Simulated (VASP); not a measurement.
# ScAl2N3 (P6/mmm) in VASP: further runs, part 2 of 3

VASP 6.6.1. The steps go on from the part before.

## Step 3: Single point, PBE, collinear spin, ferromagnetic start

The input, INCAR:

```
SYSTEM = ScAl2N3
ALGO = Normal
EDIFF = 1E-6
ENCUT = 520
GGA = PE
ISIF = 2
ISMEAR = 0
ISPIN = 2
LASPH = .TRUE.
LCHARG = .FALSE.
LMAXMIX = 4
LORBIT = 11
LREAL = .FALSE.
LWAVE = .FALSE.
MAGMOM = 0 0 0 1 1 1
NBANDS = 29
NELM = 150
PREC = Accurate
SIGMA = 0.1
```

The input, KPOINTS:

```
k-points
0
G
  6 6 4
  0 0 0
```

The input, POSCAR:

```
ScAl2N3
1.0
    3.9235460400      0.0000000000      0.0000000000
   -1.9617730200      3.3978905400      0.0000000000
    0.0000000000      0.0000000000      7.2020153400
Sc Al N
1 2 3
Direct
    0.0000000000      0.0000000000      0.5000000000
    0.3333333300      0.6666666700      0.0000000000
    0.6666666700      0.3333333300      0.0000000000
    0.0000000000      0.0000000000      0.0000000000
    0.3333333300      0.6666666700      0.5000000000
    0.6666666700      0.3333333300      0.5000000000
```

Potentials or basis: VASP PAW PBE potentials, release 64 (Sc_sv, Al, N).

On the command line:

```
$ cat potpaw_PBE.64/Sc_sv/POTCAR potpaw_PBE.64/Al/POTCAR potpaw_PBE.64/N/POTCAR > POTCAR
$ mpirun -np 1 vasp_std > vasp.out
```

OUTCAR:

```text
SYSTEM = ScAl2N3
   EDIFF = 1E-6
   ENCUT = 520
   GGA = PE
   ISIF = 2
   ISMEAR = 0
   ISPIN = 2
   LASPH = .TRUE.
   LORBIT = 11
   LREAL = .FALSE.
   NELM = 150
   PREC = Accurate

 ion  position               nearest neighbor table
   1  0.000  0.000  0.500-   5 2.27   6 2.27   5 2.27   6 2.27   6 2.27   5 2.27
   2  0.333  0.667  0.000-   3 2.27   4 2.27   3 2.27   4 2.27   4 2.27   3 2.27
   3  0.667  0.333  0.000-   2 2.27   4 2.27   2 2.27   4 2.27   4 2.27   2 2.27
   4  0.000  0.000  0.000-   2 2.27   3 2.27   2 2.27   3 2.27   3 2.27   2 2.27
   5  0.333  0.667  0.500-   1 2.27   1 2.27   1 2.27
   6  0.667  0.333  0.500-   1 2.27   1 2.27   1 2.27

  LATTYP: Found a hexagonal cell.
 ALAT       =     3.9235460400
 C/A-ratio  =     1.8355883343

  Lattice vectors:

 A1 = (   3.9235460400,   0.0000000000,   0.0000000000)
 A2 = (  -1.9617730200,   3.3978905400,   0.0000000000)
 A3 = (   0.0000000000,   0.0000000000,   7.2020153400)

Analysis of symmetry for initial positions (statically):
=====================================================================
 Subroutine PRICEL returns:
 Original cell was already a primitive cell.

 Routine SETGRP: Setting up the symmetry group for a
 hexagonal supercell.

 Subroutine GETGRP returns: Found 24 space group operations
 (whereof 24 operations were pure point group operations)
 out of a pool of 24 trial point group operations.

The static configuration has the point symmetry D_6h.

Analysis of symmetry for dynamics (positions and initial velocities):
=====================================================================
 Subroutine PRICEL returns:
 Original cell was already a primitive cell.

 Routine SETGRP: Setting up the symmetry group for a
 hexagonal supercell.

 Subroutine GETGRP returns: Found 24 space group operations
 (whereof 24 operations were pure point group operations)
 out of a pool of 24 trial point group operations.

The dynamic configuration has the point symmetry D_6h.

[... 174 lines left out ...]
 spin component 1

 k-point     1 :       0.0000    0.0000    0.0000
  band No.  band energies     occupation
      1     -45.1155      1.00000
      2     -24.0345      1.00000
      3     -23.5696      1.00000
      4     -23.5696      1.00000
      5     -11.7660      1.00000
      6     -10.5951      1.00000
[... 640 lines left out ...]
     27       9.7257      0.00000
     28      11.4761      0.00000
 Fermi energy:         4.2576564301

 spin component 2

 k-point     1 :       0.0000    0.0000    0.0000
  band No.  band energies     occupation
      1     -45.1155      1.00000
      2     -24.0345      1.00000
      3     -23.5695      1.00000
      4     -23.5695      1.00000
      5     -11.7661      1.00000
      6     -10.5947      1.00000
[... 640 lines left out ...]
     27       9.7251      0.00000
     28      11.4742      0.00000
 [bands above 28 left out]

------------------------ aborting loop because EDIFF is reached ----------------------------------------

  FORCE on cell =-STRESS in cart. coord.  units (eV):
  Direction    XX          YY          ZZ          XY          YZ          ZX
  --------------------------------------------------------------------------------------
  -------------------------------------------------------------------------------------
  Total        5.3123148      5.3123148     -5.2983648     -0.0000000     -0.0000000      0.0000000
  in kB       88.6445847     88.6445845    -88.4118049     -0.0000000     -0.0000000      0.0000000
  external PRESSURE =      29.6257881 kB  Pullay stress =       0.0000000 kB

 VOLUME and BASIS-vectors are now :
 -----------------------------------------------------------------------------
  energy-cutoff  :      520.00
  volume of cell :       96.02
      direct lattice vectors                 reciprocal lattice vectors
     3.923546040  0.000000000  0.000000000     0.254871484  0.147150120  0.000000000
    -1.961773020  3.397890540  0.000000000     0.000000000  0.294300240  0.000000000
     0.000000000  0.000000000  7.202015340     0.000000000  0.000000000  0.138850024

 POSITION                                       TOTAL-FORCE (eV/Angst)
 -----------------------------------------------------------------------------------
      0.00000      0.00000      3.60101        -0.000000      0.000000      0.000000
     -0.00000      2.26526      0.00000         0.000000     -0.000000     -0.000000
      1.96177      1.13263      0.00000        -0.000000      0.000000      0.000000
      0.00000      0.00000      0.00000        -0.000000      0.000000      0.000000
     -0.00000      2.26526      3.60101         0.000000      0.000000      0.000000
      1.96177      1.13263      3.60101        -0.000000     -0.000000      0.000000
 -----------------------------------------------------------------------------------
    total drift:                                0.000000     -0.000000      0.000000

  FREE ENERGIE OF THE ION-ELECTRON SYSTEM (eV)
  ---------------------------------------------------
  free  energy   TOTEN  =       -31.9029289895 eV

  energy  without entropy=      -31.8824605043  energy(sigma->0) =      -31.89269475

 total charge

# of ion       s       p       d       tot
------------------------------------------
    1        2.178   6.139   1.040   9.357
    2        0.519   0.365   0.000   0.883
    3        0.519   0.365   0.000   0.883
    4        1.349   2.162   0.000   3.511
    5        1.334   2.146   0.000   3.480
    6        1.334   2.146   0.000   3.480
--------------------------------------------------
tot          7.232  13.324   1.040  21.595

 magnetization (x)

# of ion       s       p       d       tot
------------------------------------------
    1        0.000   0.000   0.000   0.000
    2       -0.000  -0.000   0.000  -0.000
    3       -0.000  -0.000   0.000  -0.000
    4        0.000   0.000   0.000   0.000
    5       -0.000   0.000   0.000   0.000
    6       -0.000   0.000   0.000   0.000
--------------------------------------------------
tot         -0.000  -0.000   0.000  -0.000
```

OSZICAR:

```text
N       E                     dE             d eps       ncg     rms          rms(c)
DAV:   1     0.279170642143E+03    0.27917E+03   -0.13797E+04  2444   0.100E+03
DAV:   2    -0.174810918099E+01   -0.28092E+03   -0.26009E+03  2484   0.305E+02
DAV:   3    -0.369325461212E+02   -0.35184E+02   -0.31340E+02  3771   0.940E+01
DAV:   4    -0.390167572252E+02   -0.20842E+01   -0.20031E+01  3431   0.238E+01
[... 10 lines left out ...]
DAV:  15    -0.319029213441E+02   -0.10221E-04   -0.33473E-05  3255   0.320E-02    0.137E-02
DAV:  16    -0.319029240573E+02   -0.27132E-05   -0.62197E-06  3247   0.148E-02    0.626E-03
DAV:  17    -0.319029270920E+02   -0.30347E-05   -0.48361E-06  2978   0.972E-03    0.389E-03
DAV:  18    -0.319029281071E+02   -0.10151E-05   -0.85828E-07  2493   0.506E-03    0.233E-03
DAV:  19    -0.319029289895E+02   -0.88240E-06   -0.10528E-06  2518   0.451E-03
   1 F= -.31902929E+02 E0= -.31892695E+02  d E =-.204685E-01  mag=    -0.0021
```

stdout:

```text
POSCAR found type information on POSCAR ScAlN
 POSCAR found :  3 types and       6 ions
 scaLAPACK will be used
 LDA part: xc-table for (Slater+PW92), standard interpolation
 POSCAR, INCAR and KPOINTS ok, starting setup
 FFT: planning ... GRIDC
 FFT: planning ... GRID_SOFT
 FFT: planning ... GRID
 WAVECAR not read
 entering main loop
```

It took 2 min on 1 thread of Intel Xeon Platinum 8488C (Sapphire Rapids), shared host; peak memory 0.3 GiB.

Results:

```
Free energy                                           : -31.9029 eV
Pressure                                              : 3.0 GPa
Band gap on the k mesh                                : zero (filled and empty bands overlap)
Net moment                                            : 0.00 μB per cell
Valence electrons inside the program's atomic spheres : Sc 9.36; Al 0.88; N 3.51, 3.48
```

Levels at points of the mesh, in eV from the Fermi level:
Spin up:
| k point | band 12 | band 13 | band 14 | band 15 | band 16 | band 17 | band 18 | band 19 | band 20 | band 21 |
| --- | --- | --- | --- | --- | --- | --- | --- | --- | --- | --- |
| (0.00, 0.00, 0.00) | -4.55 | -4.55 | -2.56 | -0.04 | -0.04 | 0.54 | 0.86 | 0.86 | 1.23 | 1.81 |
| (0.50, 0.00, 0.00) | -3.23 | -3.06 | -2.89 | -0.90 | -0.23 | 0.56 | 0.75 | 1.18 | 1.97 | 2.18 |
| (0.00, 0.00, 0.50) | -4.55 | -4.55 | -2.81 | -0.05 | -0.05 | 0.52 | 0.86 | 0.86 | 0.90 | 2.56 |
| (0.50, 0.00, 0.50) | -3.30 | -2.86 | -2.70 | -0.70 | -0.38 | -0.23 | 0.81 | 1.44 | 2.12 | 2.23 |
Spin down:
```
           k point  band 14  band 15  band 16  band 17  band 18  band 19
(0.00, 0.00, 0.00)    -2.56    -0.04    -0.04     0.54     0.86     0.86
(0.50, 0.00, 0.00)    -2.89    -0.90    -0.23     0.56     0.75     1.18
(0.00, 0.00, 0.50)    -2.81    -0.05    -0.05     0.52     0.86     0.86
(0.50, 0.00, 0.50)    -2.70    -0.70    -0.38    -0.23     0.81     1.44
```

(Continued in part 3 of 3.)
